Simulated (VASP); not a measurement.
# Si3C2 (Pm-3m) in VASP: a series of runs, part 2 of 2

VASP 6.6.1. Earlier steps stand in the parts before.

## (3) Relaxation of cell and atoms, PBE

This run uses another cell than the first one, of 15.20 Å³/atom.

Input file INCAR:

```
PREC     = Accurate       # precision mode
ENCUT    = 600            # plane-wave cutoff, eV
EDIFF    = 1E-6           # SCF threshold, eV
ISMEAR   = 0              # smearing method
SIGMA    = 0.1            # smearing width, eV
LREAL    = False          # projectors in reciprocal space
LASPH    = True           # aspherical terms in the spheres
NELM     = 60             # most SCF steps
ALGO     = Normal         # electronic algorithm
ISIF     = 3              # what is computed and relaxed
LWAVE    = False          # write WAVECAR
LCHARG   = False          # write CHGCAR
GGA      = PE             # functional
IBRION   = 2              # ionic algorithm
NSW      = 90             # ionic steps
EDIFFG   = -0.04          # ionic threshold
```

Input file KPOINTS:

```
regular mesh
0
Gamma
  4 4 4
```

Input file POSCAR:

```
Si3C2
1.0
    4.2355113100      0.0000000000      0.0000000000
    0.0000000000      4.2355113100      0.0000000000
    0.0000000000      0.0000000000      4.2355113100
Si C
3 2
Direct
    0.0000000000      0.5000000000      0.5000000000
    0.5000000000      0.0000000000      0.5000000000
    0.5000000000      0.5000000000      0.0000000000
    0.5000000000      0.5000000000      0.5000000000
    0.0000000000      0.0000000000      0.0000000000
```

Potentials or basis: VASP PAW PBE potentials, release 64 (Si, C).

The run is started by

```sh
cat potpaw_PBE.64/Si/POTCAR potpaw_PBE.64/C/POTCAR > POTCAR
mpirun -np 1 vasp_std > vasp.out
```

OUTCAR:

```text
PREC = Accurate
   ENCUT = 600
   EDIFF = 1E-6
   ISMEAR = 0
   LREAL = False
   LASPH = True
   NELM = 60
   ISIF = 3
   GGA = PE
   IBRION = 2
   NSW = 90
   EDIFFG = -0.04

 ion  position               nearest neighbor table
   1  0.000  0.500  0.500-   4 2.12   4 2.12   2 2.99   3 2.99   2 2.99   2 2.99   3 2.99   3 2.99
                             3 2.99   2 2.99
   2  0.500  0.000  0.500-   4 2.12   4 2.12   1 2.99   3 2.99   1 2.99   3 2.99   3 2.99   3 2.99
                             1 2.99   1 2.99
   3  0.500  0.500  0.000-   4 2.12   4 2.12   1 2.99   1 2.99   2 2.99   2 2.99   2 2.99   2 2.99
                             1 2.99   1 2.99
   4  0.500  0.500  0.500-   1 2.12   2 2.12   3 2.12   3 2.12   2 2.12   1 2.12
   5  0.000  0.000  0.000-

  LATTYP: Found a simple cubic cell.
 ALAT       =     4.2355113100

  Lattice vectors:

 A1 = (   4.2355113100,   0.0000000000,   0.0000000000)
 A2 = (   0.0000000000,   4.2355113100,   0.0000000000)
 A3 = (   0.0000000000,   0.0000000000,   4.2355113100)

Analysis of symmetry for initial positions (statically):
=====================================================================
 Subroutine PRICEL returns:
 Original cell was already a primitive cell.

 Routine SETGRP: Setting up the symmetry group for a
 simple cubic supercell.

 Subroutine GETGRP returns: Found 48 space group operations
 (whereof 48 operations were pure point group operations)
 out of a pool of 48 trial point group operations.

The static configuration has the point symmetry O_h .

Analysis of symmetry for dynamics (positions and initial velocities):
=====================================================================
 Subroutine PRICEL returns:
 Original cell was already a primitive cell.

 Routine SETGRP: Setting up the symmetry group for a
 simple cubic supercell.

 Subroutine GETGRP returns: Found 48 space group operations
 (whereof 48 operations were pure point group operations)
 out of a pool of 48 trial point group operations.

The dynamic configuration has the point symmetry O_h .

 Subroutine INISYM returns: Found 48 space group operations
 (whereof 48 operations are pure point group operations),
 and found     1 'primitive' translations

----------------------------------------------------------------------------------------

                                     Primitive cell

  volume of cell :      75.9832

  direct lattice vectors                    reciprocal lattice vectors
     4.235511310  0.000000000  0.000000000     0.236099004  0.000000000  0.000000000
     0.000000000  4.235511310  0.000000000     0.000000000  0.236099004  0.000000000
     0.000000000  0.000000000  4.235511310     0.000000000  0.000000000  0.236099004

  length of vectors
     4.235511310  4.235511310  4.235511310     0.236099004  0.236099004  0.236099004

  position of ions in fractional coordinates (direct lattice)
     0.000000000  0.500000000  0.500000000
     0.500000000  0.000000000  0.500000000
     0.500000000  0.500000000  0.000000000
     0.500000000  0.500000000  0.500000000
     0.000000000  0.000000000  0.000000000

  ion indices of the primitive-cell ions
   primitive index   ion index
                 1           1
                 2           2
                 3           3
                 4           4
                 5           5
[... 20 lines left out ...]
     0.000000000  0.000000000  0.000000000

 Subroutine IBZKPT returns following result:
 ===========================================

 Found     10 irreducible k-points:

 Following reciprocal coordinates:
            Coordinates               Weight
  0.000000  0.000000  0.000000      1.000000
  0.250000  0.000000  0.000000      6.000000
  0.500000  0.000000  0.000000      3.000000
  0.250000  0.250000  0.000000     12.000000
  0.500000  0.250000  0.000000     12.000000
  0.500000  0.500000  0.000000      3.000000
  0.250000  0.250000  0.250000      8.000000
  0.500000  0.250000  0.250000     12.000000
  0.500000  0.500000  0.250000      6.000000
  0.500000  0.500000  0.500000      1.000000
   k-points           NKPTS =     10   k-points in BZ     NKDIM =     10   number of bands    NBANDS=     14
   number of dos      NEDOS =    301   number of ions     NIONS =      5
   total plane-waves  NPLWV =  46656
   dimension x,y,z NGX =    36 NGY =   36 NGZ =   36
   dimension x,y,z NGXF=    72 NGYF=   72 NGZF=   72
   ions per type =               3   2
   NGX,Y,Z   is equivalent  to a cutoff of  14.13, 14.13, 14.13 a.u.
   NGXF,Y,Z  is equivalent  to a cutoff of  28.26, 28.26, 28.26 a.u.
 SYSTEM =  unknown system
   PREC   = accura    normal or accurate (medium, high low for compatibility)
   ISTART =      0    job   : 0-new  1-cont  2-samecut
   ICHARG =      2    charge: 1-file 2-atom 10-const
   ISPIN  =      1    spin polarized calculation?
   LNONCOLLINEAR =      F non collinear calculations
   LSORBIT =      F    spin-orbit coupling
   LASPH  =      T    aspherical Exc in radial PAW
   ENCUT  =  600.0 eV  44.10 Ry    6.64 a.u.   8.46  8.46  8.46*2*pi/ulx,y,z
   NELM   =     60;   NELMIN=  2; NELMDL= -5     # of ELM steps
   EDIFF  = 0.1E-05   stopping-criterion for ELM
   LREAL  =      F    real-space projection
   EDIFFG = -.4E-01   stopping-criterion for IOM
   NSW    =     90    number of steps for IOM
   IBRION =      2    ionic relax: 0-MD 1-quasi-New 2-CG
   NFREE  =      1    steps in history (QN), initial steepest desc. (CG)
   ISIF   =      3    stress and relaxation
   ISYM   =      2    0-nonsym 1-usesym 2-fastsym
   POTIM  = 0.5000    time-step for ionic-motion
   TEBEG  =    0.0;   TEEND  =   0.0 temperature during run
   PSTRESS=    0.0 pullay stress
   NELECT =      20.0000    total number of electrons
   NUPDOWN=      -1.0000    fix difference up-down
   EMIN   =  10.00;   EMAX   =-10.00  energy-range for DOS
   EFERMI =   0.00;   METHOD = LEGACY
   ISMEAR =     0;   SIGMA  =   0.10  broadening in eV -4-tet -1-fermi 0-gaus
   EFERMI_NEDOS =   21; number of points for ismear=-14 and -15
   IALGO  =     38    algorithm
   IMIX   =      4    mixing-type and parameters
     AMIX     =   0.40;   BMIX     =  1.00
     AMIX_MAG =   1.60;   BMIX_MAG =  1.00
  volume/ion in A,a.u.               =      15.20       102.55
  Fermi-wavevector in a.u.,A,eV,Ry     =   1.049169  1.982643 14.976703  1.100757
  Thomas-Fermi vector in A             =   2.184121
   LORBIT       =      0    0 simple, 1 ext, 2 COOP (PROOUT), +10 PAW based schemes
   GGA     = PE    functional components
   LHFCALC =     F    Hartree Fock is set to
   AEXX    =    0.0000 exact exchange contribution
   IVDW    =     0    specifies the selected vdW correction
   LEPSILON=     F    determine dielectric tensor
   LRPA    =     F    only Hartree local field effects (RPA)
 conjugate gradient relaxation of ions
 non-spin polarized calculation
 Gauss-broadening in eV      SIGMA  =   0.10
  energy-cutoff  :      600.00
  volume of cell :       75.98
 maximum number of plane-waves:      2560
 NGX is ok and might be reduce to    36
   NGX = 17   NGY = 17   NGZ = 17

--------------------------------------- Ionic step        1  -------------------------------------------

 number of electron      20.0000001 magnetization

 Free energy of the ion-electron system (eV)
  ---------------------------------------------------
  ext. energy  EPLUGINS =         0.00000000
  ---------------------------------------------------
  free energy    TOTEN  =       -24.99977372 eV

  energy without entropy =      -24.98645404  energy(sigma->0) =      -24.99311388

------------------------ aborting loop because EDIFF is reached ----------------------------------------

  FORCE on cell =-STRESS in cart. coord.  units (eV):
  Direction    XX          YY          ZZ          XY          YZ          ZX
  --------------------------------------------------------------------------------------
  -------------------------------------------------------------------------------------
  Total       -5.8963685     -5.8963685     -5.8963685     -0.0000000     -0.0000000     -0.0000000
  in kB     -124.3304958   -124.3304958   -124.3304958     -0.0000000     -0.0000000     -0.0000000
  external PRESSURE =    -124.3304958 kB  Pullay stress =       0.0000000 kB
[... 65 lines left out ...]
--------------------------------------- Ionic step        3  -------------------------------------------

 number of electron      20.0000000 magnetization

 Free energy of the ion-electron system (eV)
  ---------------------------------------------------
  ext. energy  EPLUGINS =         0.00000000
  ---------------------------------------------------
  free energy    TOTEN  =       -25.50376928 eV

  energy without entropy =      -25.47850630  energy(sigma->0) =      -25.49113779

 E-fermi :   7.8071     XC(G=0): -10.9430

 val. band max:        7.8011343096   @ k =   0.2500   0.2500   0.2500
 cond. band min:       7.8412369664   @ k =   0.5000   0.5000   0.0000
 fundamental gap:      0.0401026568
 Fermi energy:         7.8071144085

 k-point     1 :       0.0000    0.0000    0.0000
  band No.  band energies     occupation
      1      -8.0177      2.00000
      2      -1.6712      2.00000
      3       0.6695      2.00000
      4       0.6695      2.00000
      5       0.6695      2.00000
      6       3.5716      2.00000
      7       3.5716      2.00000
      8       5.9172      2.00000
      9       6.7874      2.00000
     10       6.7874      2.00000
     11       6.7874      2.00000
     12      11.1969      0.00000
     13      11.1969      0.00000
     14      11.1969      0.00000
[... 183 lines left out ...]
  FREE ENERGIE OF THE ION-ELECTRON SYSTEM (eV)
  ---------------------------------------------------
  free  energy   TOTEN  =       -25.5037692818 eV

  energy  without entropy=      -25.4785062962  energy(sigma->0) =      -25.49113779

 reached required accuracy - stopping structural energy minimisation
```

Run time: 66 s. Hardware: 1 thread of Intel Xeon 8259CL, shared host; peak memory 0.2 GiB.

What came out:

| Quantity | Value |
| --- | --- |
| Free energy | -25.5038 eV |
| Relaxed volume | 12.90 Å³/atom |
| Relaxed cell | a = 4.011 Å, b = 4.011 Å, c = 4.011 Å, α = 90.00°, β = 90.00°, γ = 90.00° |
| Space group after relaxing (to 0.1 Å) | Pm-3m (No. 221) |
| Energy gained by relaxing | 100.8 meV/atom |
| Ionic steps | 3 |
| Pressure after relaxing | 0.1 GPa |
| Band gap on the k mesh | zero (bands 10 and 11 overlap by 3.55 eV) |

Step by step:
```tsv
step	energy change (eV)	largest force (eV/Å)	pressure (GPa)	volume (Å³)
1	0.0000	0.0000	-12.43	75.98
2	-0.5006	0.0000	1.30	63.74
3	-0.5040	0.0000	0.11	64.51
```

Final structure:
```
Si C
1.0
     4.01061    0.00000    0.00000
     0.00000    4.01061    0.00000
     0.00000    0.00000    4.01061
Si C
3 2
Direct
  0.00000 0.50000 0.50000
  0.50000 0.00000 0.50000
  0.50000 0.50000 0.00000
  0.50000 0.50000 0.50000
  0.00000 0.00000 0.00000
```

Caveat: the k points lie up to 0.39 Å⁻¹ apart in the final cell, too coarse for converged energies and pressures of a metal; the volume moved by over 15 % at a fixed basis, so the end points are rough.

## (4) Single point, PBE

This run uses another cell than the first one, of 12.50 Å³/atom.

Input file INCAR:

```
PREC = Accurate ; ENCUT = 520
EDIFF = 1E-6 ; ISMEAR = 0
SIGMA = 0.1 ; LREAL = False
LASPH = True ; NELM = 80
ALGO = Normal ; ISIF = 2
LWAVE = False ; LCHARG = False
GGA = PE ; NBANDS = 18
```

Input file KPOINTS:

```
regular mesh
0
Gamma
  10 10 10
```

POSCAR: that of step 3 with these lines changed.

```diff
@@ -2,5 +2,5 @@
 1.0
-    4.2355113100      0.0000000000      0.0000000000
-    0.0000000000      4.2355113100      0.0000000000
-    0.0000000000      0.0000000000      4.2355113100
+    3.9688923547      0.0000000000      0.0000000000
+    0.0000000000      3.9688923547      0.0000000000
+    0.0000000000      0.0000000000      3.9688923547
 Si C
```

The run is started by

```sh
cat potpaw_PBE.64/Si/POTCAR potpaw_PBE.64/C/POTCAR > POTCAR
mpirun -np 1 vasp_std > vasp.out
```

It took 91 s on 1 thread of Intel Xeon 8259CL, shared host; peak memory 0.19 GiB.

The run converged. Its results:

```
Free energy            : -25.5324 eV
Pressure               : 0.0 GPa
Band gap on the k mesh : zero (bands 10 and 11 overlap by 3.48 eV)
```

Levels at points of the mesh, in eV from the Fermi level:
```tsv
k point	band 6	band 7	band 8	band 9	band 10	band 11	band 12	band 13	band 14	band 15
(0.00, 0.00, 0.00)	-4.47	-4.47	-1.95	-1.23	-1.23	-1.23	3.23	3.23	3.23	4.80
(0.50, 0.00, 0.00)	-5.60	-3.51	-2.69	-2.69	-0.20	1.76	2.31	2.81	2.81	2.89
(0.50, 0.50, 0.00)	-3.43	-2.23	-2.23	-2.05	-1.14	-0.27	-0.27	3.23	3.23	4.75
(0.50, 0.50, 0.50)	-5.81	-5.81	-5.81	2.26	2.26	2.26	3.45	3.45	3.45	5.84
```

## (5) Relaxation of cell and atoms, PBE

Input file INCAR:

```
PREC = Accurate
ENCUT = 600
EDIFF = 1E-7
ISMEAR = 0
SIGMA = 0.1
LREAL = False
LASPH = True
NELM = 60
ALGO = Normal
ISIF = 3
LWAVE = False
LCHARG = False
GGA = PE
IBRION = 2
NSW = 100
EDIFFG = -0.01
```

Input file KPOINTS:

```
Automatic mesh
0
Gamma
  10 10 10
```

POSCAR: that of step 4 with these lines changed.

```diff
@@ -2,5 +2,5 @@
 1.0
-    3.9688923547      0.0000000000      0.0000000000
-    0.0000000000      3.9688923547      0.0000000000
-    0.0000000000      0.0000000000      3.9688923547
+    4.0140501869      0.0000000000      0.0000000000
+    0.0000000000      4.0140501869      0.0000000000
+    0.0000000000      0.0000000000      4.0140501869
 Si C
```

The run is started by

```sh
cat potpaw_PBE.64/Si/POTCAR potpaw_PBE.64/C/POTCAR > POTCAR
mpirun -np 1 vasp_std > vasp.out
```

Run time: 2.7 min. Hardware: 1 thread of Intel Xeon 8259CL, shared host; peak memory 0.21 GiB.

It converged, with:

```yaml
Free_energy: -25.5350 eV
Relaxed_volume: 12.50 Å³/atom
Relaxed_cell: a = 3.968 Å, b = 3.968 Å, c = 3.968 Å, α = 90.00°, β = 90.00°, γ = 90.00°
Space_group_after_relaxing_to_0.1_Å: Pm-3m (No. 221)
Energy_gained_by_relaxing: 4.8 meV/atom
Ionic_steps: 3
Pressure_after_relaxing: 0.0 GPa
Band_gap_on_the_k_mesh: zero (bands 10 and 11 overlap by 3.48 eV)
```

The path:
```tsv
step	energy change (eV)	largest force (eV/Å)	pressure (GPa)	volume (Å³)
1	0.0000	0.0000	-3.40	64.68
2	-0.0233	0.0000	0.62	62.14
3	-0.0240	0.0000	0.00	62.49
```

Final structure:
```
Si C
1.0
     3.96833    0.00000    0.00000
     0.00000    3.96833    0.00000
     0.00000    0.00000    3.96833
Si C
3 2
Cartesian
  0.0000 1.9842 1.9842
  1.9842 0.0000 1.9842
  1.9842 1.9842 0.0000
  1.9842 1.9842 1.9842
  0.0000 0.0000 0.0000
```

Levels at points of the mesh, in eV from the Fermi level:
| k point | band 7 | band 8 | band 9 | band 10 | band 11 | band 12 | band 13 | band 14 |
| --- | --- | --- | --- | --- | --- | --- | --- | --- |
| (0.00, 0.00, 0.00) | -4.47 | -1.95 | -1.23 | -1.23 | -1.23 | 3.24 | 3.24 | 3.24 |
| (0.50, 0.00, 0.00) | -3.51 | -2.69 | -2.69 | -0.20 | 1.76 | 2.31 | 2.81 | 2.81 |
| (0.50, 0.50, 0.00) | -2.24 | -2.24 | -2.05 | -1.15 | -0.27 | -0.27 | 3.23 | 3.23 |
| (0.50, 0.50, 0.50) | -5.82 | -5.82 | 2.26 | 2.26 | 2.26 | 3.45 | 3.45 | 3.45 |

## (6) The runs side by side

| task | cell | k mesh | cutoff (eV) | gap on the mesh (eV) | pressure (GPa) | relaxed volume (Å³/atom) |
| --- | --- | --- | --- | --- | --- | --- |
| single point | a = 4.014 Å, 5 atoms | 4 × 4 × 4 | 520 | none | -0.1 | - |
| relaxation of cell and atoms | relaxed from a = 4.236 Å, 5 atoms | 4 × 4 × 4 | 600 | none | 0.1 | 12.90 |
| single point | a = 3.969 Å, 5 atoms | 10 × 10 × 10 | 520 | none | 0.0 | - |
| relaxation of cell and atoms | relaxed from a = 4.014 Å, 5 atoms | 10 × 10 × 10 | 600 | none | 0.0 | 12.50 |

Alike in all rows: level PBE; potentials or basis VASP PAW PBE potentials, release 64 (Si, C); no spin polarisation; smearing gaussian 0.1 eV.

Caveats: some runs use coarse meshes; the volume moved by over 15 % at a fixed basis, so the end points are rough (at least some runs).

Absolute energies hang on the potentials; compare differences alone.
